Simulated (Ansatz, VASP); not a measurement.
## TiO2: VASP beside Ansatz

```
CELL_PARAMETERS angstrom
1.49733 0.86448 6.63247
-1.49733 0.86448 6.63247
0.00000 -1.72897 6.63247
ATOMIC_POSITIONS crystal
Ti 0.00000 0.00000 0.00000
O 0.62047 0.62047 0.62047
O 0.37953 0.37953 0.37953
```

Alike in both runs: task single point; functional r2SCAN; k mesh 8 × 8 × 8; occupations gaussian, width 0.05 eV; no spin polarisation.

|  | VASP | Ansatz |
| --- | --- | --- |
| version | VASP 6.6.1 | Ansatz 0.2.0 |
| potentials or method | VASP PAW PBE potentials, release 64 (Ti_sv, O), cutoff 520 eV | plane waves, PAW |
| valence electrons in the cell | 24 | 24 |

Ansatz gave:

- pressure (GPa): 1.0
- traceless stress, the component that is largest in VASP (GPa): 2.20

Q: Estimate VASP's values.

A: Pressure (GPa): 1.9; traceless stress, the component that is largest in VASP (GPa): 1.68.

VASP's potentials were made for PBE, not for r2SCAN.
